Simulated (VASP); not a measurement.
# Cd (P6_3/mmc) in VASP: a series of runs

Runs on Cd. Level: PBE. Tasks: single point.

Everything below comes from runs of VASP 6.6.1. Logs are shortened: lines on timing, memory, paths and dates and some standing lists are left out, and cuts for length are marked.

## (1) The cell of the first run

The structure is hexagonal, space group P6_3/mmc (No. 194). The conventional cell has a = 2.804 Å, b = 2.804 Å, c = 4.553 Å, α = 90.00°, β = 90.00°, γ = 120.00°. Within 3.7 Å of Cd (site symmetry -6m2) lie 12 Cd at 2.79 to 2.80 Å.

## (2) Single point, PBE

Input file INCAR:

```
SYSTEM = Cd
PREC = Accurate
ENCUT = 520
EDIFF = 1E-6
ISMEAR = -1
SIGMA = 0.1
LREAL = .False.
LASPH = .True.
NELM = 60
ALGO = Normal
ISIF = 2
LWAVE = .False.
LCHARG = .True.
GGA = PE
LELF = .True.
LVHAR = .True.
NBANDS = 19
```

Input file KPOINTS:

```
Automatic mesh
0
Gamma
  16 16 9
  0 0 0
```

Input file POSCAR:

```
Cd
1.0
    2.8044309095      0.0000000000      0.0000000000
   -1.4022154548      2.4287084108      0.0000000000
    0.0000000000      0.0000000000      4.5533584457
Cd
2
Direct
    0.3333333333      0.6666666667      0.2500000000
    0.6666666667      0.3333333333      0.7500000000
```

Potentials or basis: VASP PAW PBE potentials, release 64 (Cd).

The run is started by

```bash
cat potpaw_PBE.64/Cd/POTCAR > POTCAR
mpirun -np 1 vasp_std > vasp.out
```

OUTCAR:

```text
SYSTEM = Cd
   PREC = Accurate
   ENCUT = 520
   EDIFF = 1E-6
   ISMEAR = -1
   LREAL = .False.
   LASPH = .True.
   NELM = 60
   ISIF = 2
   GGA = PE

 ion  position               nearest neighbor table
   1  0.333  0.667  0.250-   2 2.79   2 2.79   2 2.79   2 2.79   2 2.79   2 2.79
   2  0.667  0.333  0.750-   1 2.79   1 2.79   1 2.79   1 2.79   1 2.79   1 2.79

  LATTYP: Found a hexagonal cell.
 ALAT       =     2.8044309095
 C/A-ratio  =     1.6236301027

  Lattice vectors:

 A1 = (   2.8044309095,   0.0000000000,   0.0000000000)
 A2 = (  -1.4022154548,   2.4287084108,   0.0000000000)
 A3 = (   0.0000000000,   0.0000000000,   4.5533584457)

Analysis of symmetry for initial positions (statically):
=====================================================================
 Subroutine PRICEL returns:
 Original cell was already a primitive cell.

 Routine SETGRP: Setting up the symmetry group for a
 hexagonal supercell.

 Subroutine GETGRP returns: Found 24 space group operations
 (whereof 12 operations were pure point group operations)
 out of a pool of 24 trial point group operations.

The static configuration has the point symmetry D_3d.
 The point group associated with its full space group is D_6h.

Analysis of symmetry for dynamics (positions and initial velocities):
=====================================================================
 Subroutine PRICEL returns:
 Original cell was already a primitive cell.

 Routine SETGRP: Setting up the symmetry group for a
 hexagonal supercell.

 Subroutine GETGRP returns: Found 24 space group operations
 (whereof 12 operations were pure point group operations)
 out of a pool of 24 trial point group operations.

The dynamic configuration has the point symmetry D_3d.
 The point group associated with its full space group is D_6h.

 Subroutine INISYM returns: Found 24 space group operations
 (whereof 12 operations are pure point group operations),
 and found     1 'primitive' translations

----------------------------------------------------------------------------------------

                                     Primitive cell

  volume of cell :      31.0136

  direct lattice vectors                    reciprocal lattice vectors
     2.804430910  0.000000000  0.000000000     0.356578583  0.205870741  0.000000000
    -1.402215455  2.428708411  0.000000000     0.000000000  0.411741482  0.000000000
     0.000000000  0.000000000  4.553358446     0.000000000  0.000000000  0.219618115

  length of vectors
     2.804430910  2.804430910  4.553358446     0.411741482  0.411741482  0.219618115

  position of ions in fractional coordinates (direct lattice)
     0.333333333  0.666666667  0.250000000
     0.666666667  0.333333333  0.750000000

  ion indices of the primitive-cell ions
   primitive index   ion index
                 1           1
                 2           2

----------------------------------------------------------------------------------------

 KPOINTS: Automatic mesh

Automatic generation of k-mesh.
 Grid dimensions read from file:
 generate k-points for:   16   16    9

 Generating k-lattice:

  Cartesian coordinates                     Fractional coordinates (reciprocal lattice)
     0.022286161  0.012866921  0.000000000     0.062500000  0.000000000  0.000000000
     0.000000000  0.025733843  0.000000000     0.000000000  0.062500000  0.000000000
     0.000000000  0.000000000  0.024402013     0.000000000  0.000000000  0.111111111

  Length of vectors
     0.025733843  0.025733843  0.024402013

  Shift w.r.t. Gamma in fractional coordinates (k-lattice)
     0.000000000  0.000000000  0.000000000

 Subroutine IBZKPT returns following result:
 ===========================================

 Found    150 irreducible k-points:

 Following reciprocal coordinates:
            Coordinates               Weight
  0.000000  0.000000  0.000000      1.000000
  0.062500  0.000000  0.000000      6.000000
  0.125000  0.000000  0.000000      6.000000
  0.187500  0.000000  0.000000      6.000000
  0.250000  0.000000  0.000000      6.000000
  0.312500  0.000000  0.000000      6.000000
[... 16 lines left out ...]
  0.187500  0.187500  0.000000      6.000000
  0.250000  0.187500  0.000000     12.000000
 [... further k-points ...]
   k-points           NKPTS =    150   k-points in BZ     NKDIM =    150   number of bands    NBANDS=     19
   number of dos      NEDOS =    301   number of ions     NIONS =      2
   total plane-waves  NPLWV =  20736
   dimension x,y,z NGX =    24 NGY =   24 NGZ =   36
   dimension x,y,z NGXF=    48 NGYF=   48 NGZF=   72
   ions per type =               2
   NGX,Y,Z   is equivalent  to a cutoff of  14.23, 14.23, 13.14 a.u.
   NGXF,Y,Z  is equivalent  to a cutoff of  28.45, 28.45, 26.29 a.u.
 SYSTEM =  Cd
   PREC   = accura    normal or accurate (medium, high low for compatibility)
   ISTART =      0    job   : 0-new  1-cont  2-samecut
   ICHARG =      2    charge: 1-file 2-atom 10-const
   ISPIN  =      1    spin polarized calculation?
   LNONCOLLINEAR =      F non collinear calculations
   LSORBIT =      F    spin-orbit coupling
   LASPH  =      T    aspherical Exc in radial PAW
   ENCUT  =  520.0 eV  38.22 Ry    6.18 a.u.   5.21  5.21  8.47*2*pi/ulx,y,z
   NELM   =     60;   NELMIN=  2; NELMDL= -5     # of ELM steps
   EDIFF  = 0.1E-05   stopping-criterion for ELM
   LREAL  =      F    real-space projection
   EDIFFG = 0.1E-04   stopping-criterion for IOM
   NSW    =      0    number of steps for IOM
   IBRION =     -1    ionic relax: 0-MD 1-quasi-New 2-CG
   NFREE  =      0    steps in history (QN), initial steepest desc. (CG)
   ISIF   =      2    stress and relaxation
   ISYM   =      2    0-nonsym 1-usesym 2-fastsym
   POTIM  = 0.5000    time-step for ionic-motion
   TEBEG  =    0.0;   TEEND  =   0.0 temperature during run
   PSTRESS=    0.0 pullay stress
   NELECT =      24.0000    total number of electrons
   NUPDOWN=      -1.0000    fix difference up-down
   EMIN   =  10.00;   EMAX   =-10.00  energy-range for DOS
   EFERMI =   0.00;   METHOD = LEGACY
   ISMEAR =    -1;   SIGMA  =   0.10  broadening in eV -4-tet -1-fermi 0-gaus
   EFERMI_NEDOS =   21; number of points for ismear=-14 and -15
   IALGO  =     38    algorithm
   IMIX   =      4    mixing-type and parameters
     AMIX     =   0.40;   BMIX     =  1.00
     AMIX_MAG =   1.60;   BMIX_MAG =  1.00
  volume/ion in A,a.u.               =      15.51       104.64
  Fermi-wavevector in a.u.,A,eV,Ry     =   1.503008  2.840273 30.736006  2.259033
  Thomas-Fermi vector in A             =   2.614174
   LORBIT       =      0    0 simple, 1 ext, 2 COOP (PROOUT), +10 PAW based schemes
   GGA     = PE    functional components
   LHFCALC =     F    Hartree Fock is set to
   AEXX    =    0.0000 exact exchange contribution
   IVDW    =     0    specifies the selected vdW correction
   LEPSILON=     F    determine dielectric tensor
   LRPA    =     F    only Hartree local field effects (RPA)
 non-spin polarized calculation
  energy-cutoff  :      520.00
  volume of cell :       31.01
 maximum number of plane-waves:       848
 NGX is ok and might be reduce to    24
   NGX = 11   NGY = 11   NGZ = 17

 number of electron      24.0000004 magnetization

 Free energy of the ion-electron system (eV)
  ---------------------------------------------------
  ext. energy  EPLUGINS =         0.00000000
  ---------------------------------------------------
  free energy    TOTEN  =        -0.01195765 eV

  energy without entropy =       -0.00080741  energy(sigma->0) =       -0.00638253

 E-fermi :   6.3940     XC(G=0): -12.9260

 val. band max:        6.3460221847   @ k =   0.3125   0.1875   0.1111
 cond. band min:       6.3976400700   @ k =   0.0000   0.0000   0.1111
 fundamental gap:      0.0516178853
 Fermi energy:         6.3939705010

 k-point     1 :       0.0000    0.0000    0.0000
  band No.  band energies     occupation
      1      -5.9093      2.00000
      2      -5.7813      2.00000
      3      -4.5739      2.00000
      4      -4.4953      2.00000
      5      -4.4953      2.00000
      6      -4.2874      2.00000
[... 11 lines left out ...]
     18      22.5417      0.00000
     19      23.9471      0.00000

 k-point     2 :       0.0625    0.0000    0.0000
  band No.  band energies     occupation
      1      -5.7969      2.00000
      2      -5.7285      2.00000
      3      -4.6404      2.00000
      4      -4.4420      2.00000
      5      -4.4269      2.00000
      6      -4.3011      2.00000
[... 11 lines left out ...]
     18      23.0339      0.00000
     19      25.0586      0.00000

 k-point     3 :       0.1250    0.0000    0.0000
  band No.  band energies     occupation
      1      -5.5985      2.00000
      2      -5.4900      2.00000
      3      -4.7320      2.00000
      4      -4.3693      2.00000
      5      -4.2878      2.00000
      6      -4.2436      2.00000
[... 11 lines left out ...]
     18      23.2446      0.00000
     19      23.5940      0.00000

 k-point     4 :       0.1875    0.0000    0.0000
  band No.  band energies     occupation
      1      -5.4844      2.00000
      2      -5.1740      2.00000
      3      -4.7187      2.00000
      4      -4.4414      2.00000
      5      -4.3514      2.00000
      6      -4.2208      2.00000
[... 11 lines left out ...]
     18      22.6127      0.00000
     19      22.8140      0.00000

 k-point     5 :       0.2500    0.0000    0.0000
  band No.  band energies     occupation
      1      -5.5110      2.00000
      2      -5.1209      2.00000
      3      -4.7660      2.00000
      4      -4.5129      2.00000
      5      -4.3376      2.00000
      6      -4.1972      2.00000
[... 11 lines left out ...]
     18      20.6711      0.00000
     19      22.1449      0.00000
[... 334 lines left out ...]
      2      -5.4815      2.00000
      3      -5.1937      2.00000
      4      -4.6144      2.00000
      5      -4.1985      2.00000
      6      -4.0564      2.00000
[... 11 lines left out ...]
     18      18.7021      0.00000
     19      19.4866      0.00000

 k-point    22 :       0.4375    0.1250    0.0000
  band No.  band energies     occupation
      1      -5.6930      2.00000
      2      -5.5295      2.00000
      3      -5.2139      2.00000
      4      -4.6191      2.00000
      5      -4.2302      2.00000
      6      -4.0140      2.00000
[... 11 lines left out ...]
     18      18.5937      0.00000
     19      19.3310      0.00000

 k-point    23 :       0.1875    0.1875    0.0000
  band No.  band energies     occupation
      1      -5.1956      2.00000
      2      -5.1687      2.00000
      3      -5.0709      2.00000
      4      -4.5676      2.00000
      5      -4.3400      2.00000
      6      -4.2553      2.00000
[... 11 lines left out ...]
     18      19.0191      0.00000
     19      19.0217      0.00000

 k-point    24 :       0.2500    0.1875    0.0000
  band No.  band energies     occupation
      1      -5.2996      2.00000
      2      -5.2837      2.00000
      3      -5.0923      2.00000
      4      -4.6187      2.00000
      5      -4.2595      2.00000
      6      -4.1018      2.00000
[... 11 lines left out ...]
     18      17.8112      0.00000
     19      18.2850      0.00000

 [... further k-points ...]
[... 5 lines left out ...]
  --------------------------------------------------------------------------------------
  -------------------------------------------------------------------------------------
  Total        9.6039604      9.6039604      9.5991793     -0.0000000      0.0000000      0.0000000
  in kB      496.1454145    496.1454145    495.8984176     -0.0000000      0.0000000      0.0000000
  external PRESSURE =     496.0630822 kB  Pullay stress =       0.0000000 kB

 VOLUME and BASIS-vectors are now :
 -----------------------------------------------------------------------------
  energy-cutoff  :      520.00
  volume of cell :       31.01
      direct lattice vectors                 reciprocal lattice vectors
     2.804430910  0.000000000  0.000000000     0.356578583  0.205870741  0.000000000
    -1.402215455  2.428708411  0.000000000     0.000000000  0.411741482  0.000000000
     0.000000000  0.000000000  4.553358446     0.000000000  0.000000000  0.219618115

 POSITION                                       TOTAL-FORCE (eV/Angst)
 -----------------------------------------------------------------------------------
     -0.00000      1.61914      1.13834        -0.000000      0.000000      0.000000
      1.40222      0.80957      3.41502         0.000000     -0.000000      0.000000
 -----------------------------------------------------------------------------------
    total drift:                                0.000000     -0.000000      0.000000

  FREE ENERGIE OF THE ION-ELECTRON SYSTEM (eV)
  ---------------------------------------------------
  free  energy   TOTEN  =        -0.0119576454 eV

  energy  without entropy=       -0.0008074099  energy(sigma->0) =       -0.00638253
```

Run time: 27 s. Hardware: 1 thread of Intel Xeon 6975P-C (Granite Rapids), shared host; peak memory 0.2 GiB.

What came out:

```
Free energy            : -0.0120 eV
Pressure               : 49.6 GPa
Band gap on the k mesh : zero (band 12 reaches 7.74 eV, above the bottom of band 13 at 5.43 eV)
```

Levels at points of the mesh, in eV from the Fermi level:
| k point | band 9 | band 10 | band 11 | band 12 | band 13 | band 14 | band 15 | band 16 |
| --- | --- | --- | --- | --- | --- | --- | --- | --- |
| (0.00, 0.00, 0.00) | -10.40 | -9.45 | -9.45 | -4.40 | -0.96 | 13.72 | 15.42 | 15.42 |
| (0.50, 0.00, 0.00) | -9.28 | -9.22 | -4.39 | -3.15 | 3.22 | 3.29 | 5.70 | 6.48 |

(Part 1 of 2 ends here.)
